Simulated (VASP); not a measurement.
# Fe (Im-3m) in VASP: a series of runs

Runs on Fe. Level: PBE. Tasks: single point, relaxation of cell and atoms.

All numbers are computed with VASP 6.6.1; they aren't measurements. Logs are shortened: lines on timing, memory, paths and dates and some standing lists are left out, and cuts for length are marked.

### Step 1. The cell of the first run

Symmetry: Im-3m, No. 229, cubic system. The conventional cell has a = 2.542 Å, b = 2.542 Å, c = 2.542 Å, α = 90.00°, β = 90.00°, γ = 90.00°. Within 2.9 Å of Fe (site symmetry m-3m) lie 14 Fe at 2.20 to 2.54 Å.

### Step 2. Single point, PBE (volume scaled by 0.78)

Contents of INCAR:

```
SYSTEM = Fe
  PREC = Accurate
  ENCUT = 520
  EDIFF = 1E-7
  ISMEAR = -1
  SIGMA = 0.1
  LREAL = .FALSE.
  LASPH = .TRUE.
  NELM = 60
  ALGO = Normal
  ISIF = 2
  LWAVE = .FALSE.
  LCHARG = .FALSE.
  GGA = PE
  NBANDS = 10
```

Contents of KPOINTS:

```
Automatic mesh
0
G
  21 21 21
  0 0 0
```

Contents of POSCAR:

```
Fe
1.0
   -1.2711775677      1.2711775677      1.2711775677
    1.2711775677     -1.2711775677      1.2711775677
    1.2711775677      1.2711775677     -1.2711775677
Fe
1
Direct
    0.0000000000      0.0000000000      0.0000000000
```

Potentials or basis: VASP PAW PBE potentials, release 64 (Fe).

The run is started by

```
$ cat potpaw_PBE.64/Fe/POTCAR > POTCAR
$ mpirun -np 1 vasp_std > vasp.out
```

OUTCAR:

```text
SYSTEM = Fe
   PREC = Accurate
   ENCUT = 520
   EDIFF = 1E-7
   ISMEAR = -1
   LREAL = .FALSE.
   LASPH = .TRUE.
   NELM = 60
   ISIF = 2
   GGA = PE

 ion  position               nearest neighbor table
   1  0.000  0.000  0.000-

  LATTYP: Found a body centered cubic cell.
 ALAT       =     2.5423551354

  Lattice vectors:

 A1 = (  -1.2711775677,   1.2711775677,   1.2711775677)
 A2 = (   1.2711775677,  -1.2711775677,   1.2711775677)
 A3 = (   1.2711775677,   1.2711775677,  -1.2711775677)

Analysis of symmetry for initial positions (statically):
=====================================================================
 Subroutine PRICEL returns:
 Original cell was already a primitive cell.

 Routine SETGRP: Setting up the symmetry group for a
 body centered cubic supercell.

 Subroutine GETGRP returns: Found 48 space group operations
 (whereof 48 operations were pure point group operations)
 out of a pool of 48 trial point group operations.

The static configuration has the point symmetry O_h .

Analysis of symmetry for dynamics (positions and initial velocities):
=====================================================================
 Subroutine PRICEL returns:
 Original cell was already a primitive cell.

 Routine SETGRP: Setting up the symmetry group for a
 body centered cubic supercell.

 Subroutine GETGRP returns: Found 48 space group operations
 (whereof 48 operations were pure point group operations)
 out of a pool of 48 trial point group operations.

The dynamic configuration has the point symmetry O_h .

 Subroutine INISYM returns: Found 48 space group operations
 (whereof 48 operations are pure point group operations),
 and found     1 'primitive' translations

----------------------------------------------------------------------------------------

                                     Primitive cell

  volume of cell :       8.2163

  direct lattice vectors                    reciprocal lattice vectors
    -1.271177568  1.271177568  1.271177568     0.000000000  0.393336079  0.393336079
     1.271177568 -1.271177568  1.271177568     0.393336079  0.000000000  0.393336079
     1.271177568  1.271177568 -1.271177568     0.393336079  0.393336079  0.000000000

  length of vectors
     2.201744133  2.201744133  2.201744133     0.556261217  0.556261217  0.556261217

  position of ions in fractional coordinates (direct lattice)
     0.000000000  0.000000000  0.000000000

  ion indices of the primitive-cell ions
   primitive index   ion index
                 1           1

----------------------------------------------------------------------------------------

 KPOINTS: Automatic mesh

Automatic generation of k-mesh.
 Grid dimensions read from file:
 generate k-points for:   21   21   21

 Generating k-lattice:

  Cartesian coordinates                     Fractional coordinates (reciprocal lattice)
     0.000000000  0.018730289  0.018730289     0.047619048  0.000000000  0.000000000
     0.018730289  0.000000000  0.018730289     0.000000000  0.047619048  0.000000000
     0.018730289  0.018730289  0.000000000     0.000000000  0.000000000  0.047619048

  Length of vectors
     0.026488629  0.026488629  0.026488629

  Shift w.r.t. Gamma in fractional coordinates (k-lattice)
     0.000000000  0.000000000  0.000000000

 Subroutine IBZKPT returns following result:
 ===========================================

 Found    286 irreducible k-points:

 Following reciprocal coordinates:
            Coordinates               Weight
  0.000000  0.000000  0.000000      1.000000
  0.047619  0.000000  0.000000     12.000000
  0.095238  0.000000  0.000000     12.000000
  0.142857  0.000000  0.000000     12.000000
  0.190476  0.000000  0.000000     12.000000
  0.238095  0.000000  0.000000     12.000000
[... 16 lines left out ...]
  0.142857  0.095238 -0.000000     48.000000
  0.190476  0.095238 -0.000000     48.000000
 [... further k-points ...]
   k-points           NKPTS =    286   k-points in BZ     NKDIM =    286   number of bands    NBANDS=     10
   number of dos      NEDOS =    301   number of ions     NIONS =      1
   total plane-waves  NPLWV =   4096
   dimension x,y,z NGX =    16 NGY =   16 NGZ =   16
   dimension x,y,z NGXF=    32 NGYF=   32 NGZF=   32
   ions per type =               1
   NGX,Y,Z   is equivalent  to a cutoff of  12.08, 12.08, 12.08 a.u.
   NGXF,Y,Z  is equivalent  to a cutoff of  24.16, 24.16, 24.16 a.u.
 SYSTEM =  Fe
   PREC   = accura    normal or accurate (medium, high low for compatibility)
   ISTART =      0    job   : 0-new  1-cont  2-samecut
   ICHARG =      2    charge: 1-file 2-atom 10-const
   ISPIN  =      1    spin polarized calculation?
   LNONCOLLINEAR =      F non collinear calculations
   LSORBIT =      F    spin-orbit coupling
   LASPH  =      T    aspherical Exc in radial PAW
   ENCUT  =  520.0 eV  38.22 Ry    6.18 a.u.   4.09  4.09  4.09*2*pi/ulx,y,z
   NELM   =     60;   NELMIN=  2; NELMDL= -5     # of ELM steps
   EDIFF  = 0.1E-06   stopping-criterion for ELM
   LREAL  =      F    real-space projection
   EDIFFG = 0.1E-05   stopping-criterion for IOM
   NSW    =      0    number of steps for IOM
   IBRION =     -1    ionic relax: 0-MD 1-quasi-New 2-CG
   NFREE  =      0    steps in history (QN), initial steepest desc. (CG)
   ISIF   =      2    stress and relaxation
   ISYM   =      2    0-nonsym 1-usesym 2-fastsym
   POTIM  = 0.5000    time-step for ionic-motion
   TEBEG  =    0.0;   TEEND  =   0.0 temperature during run
   PSTRESS=    0.0 pullay stress
   NELECT =       8.0000    total number of electrons
   NUPDOWN=      -1.0000    fix difference up-down
   EMIN   =  10.00;   EMAX   =-10.00  energy-range for DOS
   EFERMI =   0.00;   METHOD = LEGACY
   ISMEAR =    -1;   SIGMA  =   0.10  broadening in eV -4-tet -1-fermi 0-gaus
   EFERMI_NEDOS =   21; number of points for ismear=-14 and -15
   IALGO  =     38    algorithm
   IMIX   =      4    mixing-type and parameters
     AMIX     =   0.40;   BMIX     =  1.00
     AMIX_MAG =   1.60;   BMIX_MAG =  1.00
  volume/ion in A,a.u.               =       8.22        55.45
  Fermi-wavevector in a.u.,A,eV,Ry     =   1.622602  3.066273 35.821915  2.632836
  Thomas-Fermi vector in A             =   2.716188
   LORBIT       =      0    0 simple, 1 ext, 2 COOP (PROOUT), +10 PAW based schemes
   GGA     = PE    functional components
[... 5 lines left out ...]
 non-spin polarized calculation
  energy-cutoff  :      520.00
  volume of cell :        8.22
 maximum number of plane-waves:       236
   NGX =  9   NGY =  9   NGZ =  9

 number of electron       8.0000001 magnetization

 Free energy of the ion-electron system (eV)
  ---------------------------------------------------
  ext. energy  EPLUGINS =         0.00000000
  ---------------------------------------------------
  free energy    TOTEN  =        -7.16679148 eV

  energy without entropy =       -7.09396318  energy(sigma->0) =       -7.13037733

 E-fermi :   9.8440     XC(G=0): -15.0895

 val. band max:        9.8437952055   @ k =   0.2857   0.2381   0.0476
 cond. band min:       9.8465867297   @ k =  -0.4286  -0.4286   0.1905
 fundamental gap:      0.0027915241
 Fermi energy:         9.8440118152

 k-point     1 :       0.0000    0.0000    0.0000
  band No.  band energies     occupation
      1      -0.5227      2.00000
      2       7.3101      2.00000
      3       7.3101      2.00000
      4       7.3101      2.00000
      5       9.7463      1.45311
      6       9.7463      1.45310
      7      37.9729      0.00000
      8      37.9729      0.00000
      9      37.9729      0.00000
     10      45.7613      0.00000

 k-point     2 :       0.0476    0.0000    0.0000
  band No.  band energies     occupation
      1      -0.3990      2.00000
      2       7.2639      2.00000
      3       7.3047      2.00000
      4       7.3932      2.00000
      5       9.6946      1.63329
      6       9.7499      1.43852
      7      37.4981      0.00000
      8      37.8927      0.00000
      9      38.0090      0.00000
     10      45.4818      0.00000

 k-point     3 :       0.0952    0.0000    0.0000
  band No.  band energies     occupation
      1      -0.0362      2.00000
      2       7.1310      2.00000
      3       7.2790      2.00000
      4       7.6383      2.00000
      5       9.5646      1.88475
      6       9.7619      1.38904
      7      36.2748      0.00000
      8      37.5848      0.00000
      9      38.1091      0.00000
     10      45.0393      0.00000

 k-point     4 :       0.1429    0.0000    0.0000
  band No.  band energies     occupation
      1       0.5392      2.00000
      2       6.9268      2.00000
      3       7.2131      2.00000
      4       8.0321      2.00000
      5       9.4218      1.97109
      6       9.7844      1.28951
      7      34.5889      0.00000
      8      36.9367      0.00000
      9      38.2521      0.00000
     10      44.9883      0.00000
[... 222 lines left out ...]
 k-point    22 :       0.0952    0.0952    0.0000
  band No.  band energies     occupation
      1       0.8727      2.00000
      2       6.9071      2.00000
      3       7.0162      2.00000
      4       8.3266      2.00000
      5       9.3033      1.99107
      6       9.8517      0.96168
      7      34.1516      0.00000
      8      35.6761      0.00000
      9      38.8315      0.00000
     10      43.4656      0.00000

 k-point    23 :       0.1429    0.0952   -0.0000
  band No.  band energies     occupation
      1       1.5887      2.00000
      2       6.6817      2.00000
      3       6.8546      2.00000
      4       8.8830      1.99987
      5       9.2064      1.99660
      6       9.9291      0.59855
      7      32.5051      0.00000
      8      34.4647      0.00000
      9      39.1151      0.00000
     10      41.6520      0.00000

 k-point    24 :       0.1905    0.0952   -0.0000
  band No.  band energies     occupation
      1       2.3700      2.00000
      2       6.4081      2.00000
      3       6.7451      2.00000
      4       9.1975      1.99689
      5       9.5428      1.90624
      6      10.0211      0.29098
      7      30.4955      0.00000
      8      33.3542      0.00000
      9      39.0293      0.00000
     10      40.3122      0.00000

 [... further k-points ...]
[... 5 lines left out ...]
  --------------------------------------------------------------------------------------
  -------------------------------------------------------------------------------------
  Total        5.8749476      5.8749476      5.8749476      0.0000000     -0.0000000     -0.0000000
  in kB     1145.6077094   1145.6077094   1145.6077094      0.0000000     -0.0000000     -0.0000000
  external PRESSURE =    1145.6077094 kB  Pullay stress =       0.0000000 kB

 VOLUME and BASIS-vectors are now :
 -----------------------------------------------------------------------------
  energy-cutoff  :      520.00
  volume of cell :        8.22
      direct lattice vectors                 reciprocal lattice vectors
    -1.271177568  1.271177568  1.271177568     0.000000000  0.393336079  0.393336079
     1.271177568 -1.271177568  1.271177568     0.393336079  0.000000000  0.393336079
     1.271177568  1.271177568 -1.271177568     0.393336079  0.393336079  0.000000000

 POSITION                                       TOTAL-FORCE (eV/Angst)
 -----------------------------------------------------------------------------------
      0.00000      0.00000      0.00000         0.000000      0.000000     -0.000000
 -----------------------------------------------------------------------------------
    total drift:                               -0.000000      0.000000      0.000000

  FREE ENERGIE OF THE ION-ELECTRON SYSTEM (eV)
  ---------------------------------------------------
  free  energy   TOTEN  =        -7.1667914754 eV

  energy  without entropy=       -7.0939631844  energy(sigma->0) =       -7.13037733
```

It took 16 s on 1 thread of AMD EPYC 7R43 (Zen 3), shared host; peak memory 0.1 GiB.

What came out:

```
Free energy            : -7.1668 eV
Pressure               : 114.6 GPa
Band gap on the k mesh : zero (band 4 reaches 11.27 eV, above the bottom of band 5 at 8.38 eV)
```

Caveat: the cell differs from its parent crystal (volume scaled by 0.78); the run has no spin polarisation, though such a crystal can be magnetic. Spin polarisation is off, so any magnetic state and its effect on volume and gap are missing.

### Step 3. Single point, PBE (volume scaled by 0.88)

Contents of INCAR:

```
PREC = Accurate
ENCUT = 520
EDIFF = 1E-6
ISMEAR = -1
SIGMA = 0.1
LREAL = False
LASPH = True
NELM = 60
ALGO = Normal
ISIF = 2
LWAVE = False
LCHARG = False
GGA = PE
NBANDS = 10
```

Contents of KPOINTS:

```
regular mesh
0
Gamma
  21 21 21
```

Contents of POSCAR:

```
Fe
1.0
   -1.3233322915      1.3233322915      1.3233322915
    1.3233322915     -1.3233322915      1.3233322915
    1.3233322915      1.3233322915     -1.3233322915
Fe
1
Direct
    0.0000000000      0.0000000000      0.0000000000
```

Potentials or basis: VASP PAW PBE potentials, release 64 (Fe).

The run is started by

```
$ cat potpaw_PBE.64/Fe/POTCAR > POTCAR
$ mpirun -np 1 vasp_std > vasp.out
```

Run time: 20 s. Hardware: 1 thread of AMD EPYC 7R43 (Zen 3), shared host; peak memory 0.1 GiB.

The run converged. Its results:

| Item | Value |
| --- | --- |
| Free energy | -7.6663 eV |
| Pressure | 44.3 GPa |
| Band gap on the k mesh | zero (band 4 reaches 9.41 eV, above the bottom of band 5 at 7.01 eV) |

Levels at points of the mesh, in eV from the Fermi level:
| k point | band 1 | band 2 | band 3 | band 4 | band 5 | band 6 | band 7 | band 8 |
| --- | --- | --- | --- | --- | --- | --- | --- | --- |
| (0.00, 0.00, 0.00) | -9.64 | -2.13 | -2.13 | -2.13 | -0.06 | -0.06 | 26.91 | 26.91 |

Caveat: the cell differs from its parent crystal (volume scaled by 0.88); the run has no spin polarisation, though such a crystal can be magnetic. Spin polarisation is off, so any magnetic state and its effect on volume and gap are missing.

### Step 4. Single point, PBE

This run uses another cell than the first one, of 10.53 Å³/atom, 1.282 times its volume.

Contents of INCAR:

```
SYSTEM = Fe
PREC = Accurate ; ENCUT = 520
EDIFF = 1E-6 ; ISMEAR = -1
SIGMA = 0.1 ; LREAL = .False.
LASPH = .True. ; NELM = 80
ALGO = Normal ; ISIF = 2
LWAVE = .False. ; LCHARG = .False.
GGA = PE ; NBANDS = 10
```

Contents of KPOINTS:

```
regular mesh
0
Gamma
  21 21 21
  0 0 0
```

Contents of POSCAR:

```
Fe
1.0
   -1.3809396077      1.3809396077      1.3809396077
    1.3809396077     -1.3809396077      1.3809396077
    1.3809396077      1.3809396077     -1.3809396077
Fe
1
Direct
    0.0000000000      0.0000000000      0.0000000000
```

The run is started by

```
$ cat potpaw_PBE.64/Fe/POTCAR > POTCAR
$ mpirun -np 1 vasp_std > vasp.out
```

It took 22 s on 1 thread of AMD EPYC 7R43 (Zen 3), shared host; peak memory 0.11 GiB.

It converged, with:

| Property | Result |
| --- | --- |
| Free energy | -7.8185 eV |
| Pressure | -0.6 GPa |
| Band gap on the k mesh | zero (band 4 reaches 7.68 eV, above the bottom of band 5 at 5.69 eV) |

Levels at points of the mesh, in eV from the Fermi level:
```tsv
k point	band 2	band 3	band 4	band 5	band 6	band 7
(0.00, 0.00, 0.00)	-1.77	-1.77	-1.77	-0.04	-0.04	25.62
```

Caveat: the run has no spin polarisation, though such a crystal can be magnetic.

### Step 5. Relaxation of cell and atoms, PBE

This run uses another cell than the first one, of 11.36 Å³/atom, 1.383 times its volume.

Contents of INCAR:

```
SYSTEM = Fe
  PREC = Accurate
  ENCUT = 600
  EDIFF = 1E-6
  ISMEAR = -1
  SIGMA = 0.1
  LREAL = .FALSE.
  LASPH = .TRUE.
  NELM = 60
  ALGO = Normal
  ISIF = 3
  LWAVE = .FALSE.
  LCHARG = .FALSE.
  GGA = PE
  IBRION = 2
  NSW = 60
  EDIFFG = -0.005
```

Contents of KPOINTS:

```
Automatic mesh
0
G
  21 21 21
  0 0 0
```

Contents of POSCAR:

```
Fe
1.0
   -1.4163059443      1.4163059443      1.4163059443
    1.4163059443     -1.4163059443      1.4163059443
    1.4163059443      1.4163059443     -1.4163059443
Fe
1
Direct
    0.0000000000      0.0000000000      0.0000000000
```

The run is started by

```
$ cat potpaw_PBE.64/Fe/POTCAR > POTCAR
$ mpirun -np 1 vasp_std > vasp.out
```

It took 2.1 min on 1 thread of Intel Xeon Platinum 8375C at 2.90GHz (Ice Lake), shared host; peak memory 0.16 GiB.

Results (log left out):

- Free energy: -7.8184 eV
- Relaxed volume: 10.51 Å³/atom
- Relaxed cell: a = 2.390 Å, b = 2.390 Å, c = 2.390 Å, α = 109.47°, β = 109.47°, γ = 109.47°
- Space group after relaxing (to 0.05 Å): Im-3m (No. 229)
- Energy gained by relaxing: 49.3 meV/atom
- Ionic steps: 7
- Pressure after relaxing: 0.0 GPa
- Band gap on the k mesh: zero (band 4 reaches 7.71 eV, above the bottom of band 5 at 5.71 eV)

The path:
```
step  energy change (eV)  largest force (eV/Å)  pressure (GPa)  volume (Å³)
   1              0.0000                0.0000          -17.10        11.36
   2              0.0502                0.0000           34.37         9.48
   3             -0.0493                0.0000           -0.46        10.53
   4             -0.0493                0.0000           -0.09        10.51
   5             -0.0493                0.0000            0.33        10.49
   6             -0.0493                0.0000           -0.36        10.52
   7             -0.0493                0.0000            0.02        10.51
```

Final structure:
```cif
data_structure
_symmetry_space_group_name_H-M 'P 1'
_symmetry_Int_Tables_number 1
_cell_length_a 2.3898
_cell_length_b 2.3898
_cell_length_c 2.3898
_cell_angle_alpha 109.471
_cell_angle_beta 109.471
_cell_angle_gamma 109.471
_cell_volume 10.51
loop_
_atom_site_label
_atom_site_type_symbol
_atom_site_fract_x
_atom_site_fract_y
_atom_site_fract_z
_atom_site_occupancy
Fe1 Fe 0.00000 0.00000 0.00000 1
```

Levels at points of the mesh, in eV from the Fermi level:
```
           k point  band 1  band 2  band 3  band 4  band 5  band 6  band 7  band 8
(0.00, 0.00, 0.00)   -8.88   -1.78   -1.78   -1.78   -0.04   -0.04   25.64   25.64
```

Caveat: the run has no spin polarisation, though such a crystal can be magnetic. Spin polarisation is off, so any magnetic state and its effect on volume and gap are missing.

### Step 6. The runs side by side

```csv
task,cell,cutoff (eV),gap on the mesh (eV),pressure (GPa)
single point,"a = 2.202 Å, angles 109.5°, 1 atom",520,none,114.6
single point,"a = 2.292 Å, angles 109.5°, 1 atom",520,none,44.3
single point,"a = 2.392 Å, angles 109.5°, 1 atom",520,none,-0.6
relaxation of cell and atoms,"relaxed from a = 2.453 Å, angles 109.5°, 1 atom",600,none,0.0
```

Alike in all rows: level PBE; potentials or basis VASP PAW PBE potentials, release 64 (Fe); no spin polarisation; k mesh 21 × 21 × 21; smearing fermi-dirac 0.1 eV.

Caveats: the run has no spin polarisation, though such a crystal can be magnetic.

Total energies depend on the potentials used, so only differences within one code and one set of settings carry meaning.
